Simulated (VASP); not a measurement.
# KPt (P-6m2) in VASP: notebook, part 2 of 2

VASP 6.6.1. Earlier steps stand in the parts before.

**4. Single point, PBE**

This run uses another cell than the first one, of 20.84 Å³/atom.

The input, INCAR:

```
PREC     = Accurate       # precision mode
ENCUT    = 520            # plane-wave cutoff, eV
EDIFF    = 1E-7           # SCF threshold, eV
ISMEAR   = 0              # smearing method
SIGMA    = 0.05           # smearing width, eV
LREAL    = False          # projectors in reciprocal space
LASPH    = True           # aspherical terms in the spheres
NELM     = 80             # most SCF steps
ALGO     = Normal         # electronic algorithm
ISIF     = 2              # what is computed and relaxed
LWAVE    = False          # write WAVECAR
LCHARG   = False          # write CHGCAR
GGA      = PE             # functional
NBANDS   = 16             # bands
```

The input, KPOINTS:

```
regular mesh
0
Gamma
  11 11 6
```

The input, POSCAR:

```
KPt
1.0
    3.0008470000      0.0000000000      0.0000000000
   -1.5004240000      2.5988100000      0.0000000000
    0.0000000000      0.0000000000      5.3455780000
K Pt
1 1
Direct
    0.3333333333      0.6666666667      0.5000000000
    0.0000000000      0.0000000000      0.0000000000
```

Potentials or basis: VASP PAW PBE potentials, release 64 (K_sv, Pt).

Started as:

```sh
> cat potpaw_PBE.64/K_sv/POTCAR potpaw_PBE.64/Pt/POTCAR > POTCAR
> mpirun -np 1 vasp_std > vasp.out
```

OUTCAR:

```text
PREC = Accurate
   ENCUT = 520
   EDIFF = 1E-7
   ISMEAR = 0
   LREAL = False
   LASPH = True
   NELM = 80
   ISIF = 2
   GGA = PE

 ion  position               nearest neighbor table
   1  0.333  0.667  0.500-   2 3.19   2 3.19   2 3.19   2 3.19   2 3.19   2 3.19
   2  0.000  0.000  0.000-   1 3.19   1 3.19   1 3.19   1 3.19   1 3.19   1 3.19

  LATTYP: Found a hexagonal cell.
 ALAT       =     3.0008470000
 C/A-ratio  =     1.7813563970

  Lattice vectors:

 A1 = (   3.0008470000,   0.0000000000,   0.0000000000)
 A2 = (  -1.5004240000,   2.5988100000,   0.0000000000)
 A3 = (   0.0000000000,   0.0000000000,   5.3455780000)

Analysis of symmetry for initial positions (statically):
=====================================================================
 Subroutine PRICEL returns:
 Original cell was already a primitive cell.

 Routine SETGRP: Setting up the symmetry group for a
 hexagonal supercell.

 Subroutine GETGRP returns: Found 12 space group operations
 (whereof 12 operations were pure point group operations)
 out of a pool of 24 trial point group operations.

The static configuration has the point symmetry D_3h.

Analysis of symmetry for dynamics (positions and initial velocities):
=====================================================================
 Subroutine PRICEL returns:
 Original cell was already a primitive cell.

 Routine SETGRP: Setting up the symmetry group for a
 hexagonal supercell.

 Subroutine GETGRP returns: Found 12 space group operations
 (whereof 12 operations were pure point group operations)
 out of a pool of 24 trial point group operations.

The dynamic configuration has the point symmetry D_3h.

 Subroutine INISYM returns: Found 12 space group operations
 (whereof 12 operations are pure point group operations),
[... 104 lines left out ...]
   POTIM  = 0.5000    time-step for ionic-motion
   TEBEG  =    0.0;   TEEND  =   0.0 temperature during run
   PSTRESS=    0.0 pullay stress
   NELECT =      19.0000    total number of electrons
   NUPDOWN=      -1.0000    fix difference up-down
   EMIN   =  10.00;   EMAX   =-10.00  energy-range for DOS
   EFERMI =   0.00;   METHOD = LEGACY
   ISMEAR =     0;   SIGMA  =   0.05  broadening in eV -4-tet -1-fermi 0-gaus
   EFERMI_NEDOS =   21; number of points for ismear=-14 and -15
   IALGO  =     38    algorithm
   IMIX   =      4    mixing-type and parameters
     AMIX     =   0.40;   BMIX     =  1.00
     AMIX_MAG =   1.60;   BMIX_MAG =  1.00
  volume/ion in A,a.u.               =      20.84       140.66
  Fermi-wavevector in a.u.,A,eV,Ry     =   1.259858  2.380787 21.595749  1.587243
  Thomas-Fermi vector in A             =   2.393397
   LORBIT       =      0    0 simple, 1 ext, 2 COOP (PROOUT), +10 PAW based schemes
   GGA     = PE    functional components
   LHFCALC =     F    Hartree Fock is set to
   AEXX    =    0.0000 exact exchange contribution
   IVDW    =     0    specifies the selected vdW correction
   LEPSILON=     F    determine dielectric tensor
   LRPA    =     F    only Hartree local field effects (RPA)
 non-spin polarized calculation
 Gauss-broadening in eV      SIGMA  =   0.05
  energy-cutoff  :      520.00
  volume of cell :       41.69
 maximum number of plane-waves:      1147
 NGX is ok and might be reduce to    24
   NGX = 11   NGY = 11   NGZ = 19

 number of electron      19.0000001 magnetization

 Free energy of the ion-electron system (eV)
  ---------------------------------------------------
  ext. energy  EPLUGINS =         0.00000000
  ---------------------------------------------------
  free energy    TOTEN  =        -6.60379896 eV

  energy without entropy =       -6.60244247  energy(sigma->0) =       -6.60312071

 E-fermi :   5.5064     XC(G=0): -10.6134

 val. band max:        5.4369961581   @ k =   0.0909  -0.0000   0.3333
 cond. band min:       5.5198575480   @ k =   0.4545  -0.0000   0.5000
 fundamental gap:      0.0828613899
 Fermi energy:         5.5063881761

 k-point     1 :       0.0000    0.0000    0.0000
  band No.  band energies     occupation
      1     -26.8500      2.00000
      2     -10.1082      2.00000
      3      -9.2192      2.00000
      4      -9.2192      2.00000
      5      -0.9158      2.00000
      6       2.1920      2.00000
[... 433 lines left out ...]
      3      -9.9002      2.00000
      4      -9.4990      2.00000
      5       0.7841      2.00000
      6       2.6189      2.00000
[... 8 lines left out ...]
     15      13.3369      0.00000
     16      13.9075      0.00000

 [... further k-points ...]
[... 5 lines left out ...]
  --------------------------------------------------------------------------------------
  -------------------------------------------------------------------------------------
  Total        0.0820052      0.0820052      0.2894109     -0.0000000      0.0000000      0.0000000
  in kB        3.1516565      3.1516572     11.1227563     -0.0000006      0.0000000      0.0000000
  external PRESSURE =       5.8086900 kB  Pullay stress =       0.0000000 kB

 VOLUME and BASIS-vectors are now :
 -----------------------------------------------------------------------------
  energy-cutoff  :      520.00
  volume of cell :       41.69
      direct lattice vectors                 reciprocal lattice vectors
     3.000847000  0.000000000  0.000000000     0.333239249  0.192395814  0.000000000
    -1.500424000  2.598810000  0.000000000     0.000000000  0.384791501  0.000000000
     0.000000000  0.000000000  5.345578000     0.000000000  0.000000000  0.187070509

 POSITION                                       TOTAL-FORCE (eV/Angst)
 -----------------------------------------------------------------------------------
     -0.00000      1.73254      2.67279        -0.000000     -0.000000      0.000000
      0.00000      0.00000      0.00000         0.000000      0.000000      0.000000
 -----------------------------------------------------------------------------------
    total drift:                                0.000000     -0.000000     -0.000000

  FREE ENERGIE OF THE ION-ELECTRON SYSTEM (eV)
  ---------------------------------------------------
  free  energy   TOTEN  =        -6.6037989585 eV

  energy  without entropy=       -6.6024424667  energy(sigma->0) =       -6.60312071
```

OSZICAR:

```text
N       E                     dE             d eps       ncg     rms          rms(c)
DAV:   1     0.117441465880E+03    0.11744E+03   -0.91705E+03  2112   0.108E+03
DAV:   2    -0.228889055283E+01   -0.11973E+03   -0.11219E+03  2664   0.289E+02
DAV:   3    -0.692148215418E+01   -0.46326E+01   -0.46031E+01  3520   0.456E+01
DAV:   4    -0.697023851624E+01   -0.48756E-01   -0.48740E-01  2456   0.394E+00
DAV:   5    -0.697156125412E+01   -0.13227E-02   -0.13227E-02  3120   0.462E-01    0.881E+00
DAV:   6    -0.669538910384E+01    0.27617E+00   -0.84415E-01  2112   0.563E+00    0.445E+00
DAV:   7    -0.662055815717E+01    0.74831E-01   -0.11593E-01  2528   0.225E+00    0.342E+00
DAV:   8    -0.660466105946E+01    0.15897E-01   -0.93195E-02  2656   0.202E+00    0.691E-01
DAV:   9    -0.660381978939E+01    0.84127E-03   -0.50202E-03  2416   0.645E-01    0.117E-01
DAV:  10    -0.660377969604E+01    0.40093E-04   -0.29939E-04  2768   0.125E-01    0.501E-02
DAV:  11    -0.660379857543E+01   -0.18879E-04   -0.57832E-05  2512   0.666E-02    0.771E-03
DAV:  12    -0.660379912256E+01   -0.54713E-06   -0.26841E-06  2736   0.136E-02    0.336E-03
DAV:  13    -0.660379891534E+01    0.20722E-06   -0.39384E-07  2352   0.520E-03    0.831E-04
DAV:  14    -0.660379895848E+01   -0.43143E-07   -0.11111E-08  1488   0.926E-04
   1 F= -.66037990E+01 E0= -.66031207E+01  d E =-.135649E-02
```

stdout:

```text
POSCAR found type information on POSCAR K Pt
 POSCAR found :  2 types and       2 ions
 scaLAPACK will be used
 LDA part: xc-table for (Slater+PW92), standard interpolation
 POSCAR, INCAR and KPOINTS ok, starting setup
 FFT: planning ... GRIDC
 FFT: planning ... GRID_SOFT
 FFT: planning ... GRID
 WAVECAR not read
 entering main loop
```

It took 61 s on 1 thread of Intel Xeon 8259CL, shared host; peak memory 0.19 GiB.

What came out:

```
Free energy            : -6.6038 eV
Pressure               : 0.6 GPa
Band gap on the k mesh : zero (an odd number of electrons rules out a gap without spin polarisation)
```

Stress tensor (GPa, compression positive):
```
0.32 0.00 0.00
0.00 0.32 0.00
0.00 0.00 1.11
```

Levels at points of the mesh, in eV from the Fermi level:
| k point | band 6 | band 7 | band 8 | band 9 | band 10 | band 11 | band 12 | band 13 | band 14 | band 15 |
| --- | --- | --- | --- | --- | --- | --- | --- | --- | --- | --- |
| (0.00, 0.00, 0.00) | -3.31 | -2.33 | -2.33 | -0.99 | -0.99 | 1.63 | 1.94 | 5.66 | 5.66 | 9.06 |
| (0.00, 0.00, 0.50) | -2.48 | -2.35 | -2.35 | -1.39 | -1.00 | -1.00 | 2.88 | 5.80 | 5.80 | 9.05 |

Caveat: spin-orbit coupling is left out, which moves the levels of the heavy elements.

**5. Single point, PBE**

This run uses another cell than the first one, of 21.47 Å³/atom.

The input, INCAR:

```
PREC = Accurate
ENCUT = 520
EDIFF = 1E-6
ISMEAR = 0
SIGMA = 0.05
LREAL = F
LASPH = T
NELM = 60
ALGO = Normal
ISIF = 2
LWAVE = F
LCHARG = F
GGA = PE
NBANDS = 16
```

KPOINTS is that of step 4.

The input, POSCAR:

```
KPt
1.0
    3.0305602888      0.0000000000      0.0000000000
   -1.5152806494      2.6245424656      0.0000000000
    0.0000000000      0.0000000000      5.3985079571
K Pt
1 1
Direct
    0.3333333333      0.6666666667      0.5000000000
    0.0000000000      0.0000000000      0.0000000000
```

Started as:

```sh
> cat potpaw_PBE.64/K_sv/POTCAR potpaw_PBE.64/Pt/POTCAR > POTCAR
> mpirun -np 1 vasp_std > vasp.out
```

It took 57 s on 1 thread of Intel Xeon 8259CL, shared host; peak memory 0.19 GiB.

It converged, with:

* Free energy: -6.6018 eV
* Pressure: -1.2 GPa
* Band gap on the k mesh: zero (an odd number of electrons rules out a gap without spin polarisation)

Stress tensor (GPa, compression positive):
```
-1.26  0.00  0.00
 0.00 -1.26  0.00
 0.00  0.00 -0.94
```

Levels at points of the mesh, in eV from the Fermi level:
```
           k point  band 8  band 9  band 10  band 11  band 12  band 13
(0.00, 0.00, 0.00)   -2.22   -0.94    -0.94     1.62     1.92     5.68
(0.00, 0.00, 0.50)   -2.23   -1.37    -0.95    -0.95     2.94     5.81
```

Caveat: spin-orbit coupling is left out, which moves the levels of the heavy elements.

**6. Single point, PBE**

This run uses another cell than the first one, of 22.09 Å³/atom.

The input, INCAR:

```
PREC = Accurate
ENCUT = 520
EDIFF = 1E-7
ISMEAR = 0
SIGMA = 0.05
LREAL = F
LASPH = T
NELM = 60
ALGO = Normal
ISIF = 2
LWAVE = F
LCHARG = T
GGA = PE
LELF = T
LVHAR = T
NBANDS = 16
```

The input, KPOINTS:

```
Automatic mesh
0
Gamma
  11 11 6
```

The input, POSCAR:

```
KPt
1.0
    3.0597020793      0.0000000000      0.0000000000
   -1.5298515495      2.6497799990      0.0000000000
    0.0000000000      0.0000000000      5.4504198721
K Pt
1 1
Direct
    0.3333333333      0.6666666667      0.5000000000
    0.0000000000      0.0000000000      0.0000000000
```

Potentials or basis: VASP PAW PBE potentials, release 64 (K_sv, Pt).

Started as:

```sh
> cat potpaw_PBE.64/K_sv/POTCAR potpaw_PBE.64/Pt/POTCAR > POTCAR
> mpirun -np 1 vasp_std > vasp.out
```

OUTCAR:

```text
PREC = Accurate
   ENCUT = 520
   EDIFF = 1E-7
   ISMEAR = 0
   LREAL = F
   LASPH = T
   NELM = 60
   ISIF = 2
   GGA = PE

 ion  position               nearest neighbor table
   1  0.333  0.667  0.500-   2 3.25   2 3.25   2 3.25   2 3.25   2 3.25   2 3.25
   2  0.000  0.000  0.000-   1 3.25   1 3.25   1 3.25   1 3.25   1 3.25   1 3.25

  LATTYP: Found a hexagonal cell.
 ALAT       =     3.0597020793
 C/A-ratio  =     1.7813563971

  Lattice vectors:

 A1 = (   3.0597020793,   0.0000000000,   0.0000000000)
 A2 = (  -1.5298515495,   2.6497799990,   0.0000000000)
 A3 = (   0.0000000000,   0.0000000000,   5.4504198721)

Analysis of symmetry for initial positions (statically):
=====================================================================
 Subroutine PRICEL returns:
 Original cell was already a primitive cell.

 Routine SETGRP: Setting up the symmetry group for a
 hexagonal supercell.

 Subroutine GETGRP returns: Found 12 space group operations
 (whereof 12 operations were pure point group operations)
 out of a pool of 24 trial point group operations.

The static configuration has the point symmetry D_3h.

Analysis of symmetry for dynamics (positions and initial velocities):
=====================================================================
 Subroutine PRICEL returns:
 Original cell was already a primitive cell.

 Routine SETGRP: Setting up the symmetry group for a
 hexagonal supercell.

 Subroutine GETGRP returns: Found 12 space group operations
 (whereof 12 operations were pure point group operations)
 out of a pool of 24 trial point group operations.

The dynamic configuration has the point symmetry D_3h.

 Subroutine INISYM returns: Found 12 space group operations
 (whereof 12 operations are pure point group operations),
 and found     1 'primitive' translations

[... 110 lines left out ...]
   EFERMI_NEDOS =   21; number of points for ismear=-14 and -15
   IALGO  =     38    algorithm
   IMIX   =      4    mixing-type and parameters
     AMIX     =   0.40;   BMIX     =  1.00
     AMIX_MAG =   1.60;   BMIX_MAG =  1.00
  volume/ion in A,a.u.               =      22.09       149.10
  Fermi-wavevector in a.u.,A,eV,Ry     =   1.235624  2.334991 20.772927  1.526767
  Thomas-Fermi vector in A             =   2.370266
   LORBIT       =      0    0 simple, 1 ext, 2 COOP (PROOUT), +10 PAW based schemes
   GGA     = PE    functional components
   LHFCALC =     F    Hartree Fock is set to
   AEXX    =    0.0000 exact exchange contribution
   IVDW    =     0    specifies the selected vdW correction
   LEPSILON=     F    determine dielectric tensor
   LRPA    =     F    only Hartree local field effects (RPA)
 non-spin polarized calculation
 Gauss-broadening in eV      SIGMA  =   0.05
  energy-cutoff  :      520.00
  volume of cell :       44.19
 maximum number of plane-waves:      1208
 NGX is ok and might be reduce to    24
   NGX = 11   NGY = 11   NGZ = 21

 number of electron      18.9999998 magnetization

 Free energy of the ion-electron system (eV)
  ---------------------------------------------------
  ext. energy  EPLUGINS =         0.00000000
  ---------------------------------------------------
  free energy    TOTEN  =        -6.58755074 eV

  energy without entropy =       -6.58626274  energy(sigma->0) =       -6.58690674

 E-fermi :   4.9262     XC(G=0): -10.3171

 val. band max:        4.8300801592   @ k =   0.0909   0.0000   0.3333
 cond. band min:       4.9405598581   @ k =   0.4545   0.0000   0.5000
 fundamental gap:      0.1104796989
 Fermi energy:         4.9262084899

 k-point     1 :       0.0000    0.0000    0.0000
  band No.  band energies     occupation
      1     -27.2852      2.00000
      2     -10.5426      2.00000
      3      -9.8241      2.00000
      4      -9.8241      2.00000
      5      -1.1041      2.00000
      6       1.8575      2.00000
[... 433 lines left out ...]
      3     -10.3615      2.00000
      4     -10.0681      2.00000
      5       0.5145      2.00000
      6       2.2940      2.00000
[... 8 lines left out ...]
     15      12.6436      0.00000
     16      13.1888      0.00000

 [... further k-points ...]

------------------------ aborting loop because EDIFF is reached ----------------------------------------

  FORCE on cell =-STRESS in cart. coord.  units (eV):
  Direction    XX          YY          ZZ          XY          YZ          ZX
  --------------------------------------------------------------------------------------
  -------------------------------------------------------------------------------------
  Total       -0.6966099     -0.6966101     -0.7445930      0.0000001      0.0000000      0.0000000
  in kB      -25.2569748    -25.2569800    -26.9966962      0.0000049      0.0000000      0.0000000
  external PRESSURE =     -25.8368837 kB  Pullay stress =       0.0000000 kB

 VOLUME and BASIS-vectors are now :
 -----------------------------------------------------------------------------
  energy-cutoff  :      520.00
  volume of cell :       44.19
      direct lattice vectors                 reciprocal lattice vectors
     3.059702079  0.000000000  0.000000000     0.326829206  0.188694973  0.000000000
    -1.529851550  2.649779999  0.000000000     0.000000000  0.377389821  0.000000000
     0.000000000  0.000000000  5.450419872     0.000000000  0.000000000  0.183472104

 POSITION                                       TOTAL-FORCE (eV/Angst)
 -----------------------------------------------------------------------------------
     -0.00000      1.76652      2.72521        -0.000000     -0.000000      0.000000
      0.00000      0.00000      0.00000         0.000000      0.000000      0.000000
 -----------------------------------------------------------------------------------
    total drift:                                0.000000      0.000000     -0.000000

  FREE ENERGIE OF THE ION-ELECTRON SYSTEM (eV)
  ---------------------------------------------------
  free  energy   TOTEN  =        -6.5875507441 eV

  energy  without entropy=       -6.5862627405  energy(sigma->0) =       -6.58690674
```

OSZICAR:

```text
N       E                     dE             d eps       ncg     rms          rms(c)
DAV:   1     0.114682987717E+03    0.11468E+03   -0.89729E+03  2096   0.107E+03
DAV:   2    -0.227593174564E+01   -0.11696E+03   -0.11018E+03  2616   0.287E+02
DAV:   3    -0.688038600567E+01   -0.46045E+01   -0.45717E+01  3456   0.454E+01
DAV:   4    -0.693477427116E+01   -0.54388E-01   -0.54368E-01  2464   0.403E+00
DAV:   5    -0.693598949785E+01   -0.12152E-02   -0.12152E-02  3016   0.470E-01    0.777E+00
DAV:   6    -0.668217738234E+01    0.25381E+00   -0.84123E-01  2152   0.542E+00    0.391E+00
DAV:   7    -0.660592827949E+01    0.76249E-01   -0.10900E-01  2576   0.216E+00    0.314E+00
DAV:   8    -0.658827056464E+01    0.17658E-01   -0.79004E-02  2592   0.194E+00    0.723E-01
DAV:   9    -0.658754413124E+01    0.72643E-03   -0.57819E-03  2488   0.672E-01    0.149E-01
DAV:  10    -0.658753046941E+01    0.13662E-04   -0.53537E-04  2720   0.161E-01    0.490E-02
DAV:  11    -0.658754924674E+01   -0.18777E-04   -0.45199E-05  2856   0.577E-02    0.766E-03
DAV:  12    -0.658755087714E+01   -0.16304E-05   -0.19192E-06  2592   0.117E-02    0.339E-03
DAV:  13    -0.658755076610E+01    0.11104E-06   -0.42673E-07  2392   0.500E-03    0.358E-04
DAV:  14    -0.658755074409E+01    0.22001E-07   -0.92114E-09  1456   0.816E-04
   1 F= -.65875507E+01 E0= -.65869067E+01  d E =-.128800E-02
```

Wall time 70 s (1 thread of Intel Xeon 8259CL, shared host); peak memory 0.19 GiB.

Results:

```yaml
Free_energy: -6.5876 eV
Pressure: -2.6 GPa
Band_gap_on_the_k_mesh: zero (an odd number of electrons rules out a gap without spin polarisation)
```

Levels at points of the mesh, in eV from the Fermi level:
| k point | band 8 | band 9 | band 10 | band 11 | band 12 | band 13 |
| --- | --- | --- | --- | --- | --- | --- |
| (0.00, 0.00, 0.00) | -2.11 | -0.90 | -0.90 | 1.60 | 1.90 | 5.69 |
| (0.00, 0.00, 0.50) | -2.12 | -1.36 | -0.90 | -0.90 | 3.00 | 5.81 |

Caveat: spin-orbit coupling is left out, which moves the levels of the heavy elements.

**7. Overview**

```tsv
cell	gap on the mesh (eV)	pressure (GPa)
a = 2.940, b = 2.940, c = 5.236 Å, angles 90.0, 90.0, 120.0°, 2 atoms	none	4.9
a = 2.971, b = 2.971, c = 5.292 Å, angles 90.0, 90.0, 120.0°, 2 atoms	none	2.6
a = 3.001, b = 3.001, c = 5.346 Å, angles 90.0, 90.0, 120.0°, 2 atoms	none	0.6
a = 3.031, b = 3.031, c = 5.399 Å, angles 90.0, 90.0, 120.0°, 2 atoms	none	-1.2
a = 3.060, b = 3.060, c = 5.450 Å, angles 90.0, 90.0, 120.0°, 2 atoms	none	-2.6
```

Alike in all rows: task single point; level PBE; potentials or basis VASP PAW PBE potentials, release 64 (K_sv, Pt); no spin polarisation; k mesh 11 × 11 × 6; cutoff (eV) 520; smearing gaussian 0.05 eV.

Caveats: spin-orbit coupling is left out, which moves the levels of the heavy elements; the cell stands under pressure (at least some runs).

Absolute energies hang on the potentials; compare differences alone.

The gap in the log of VASP goes by the Fermi energy; the results here count the filled bands.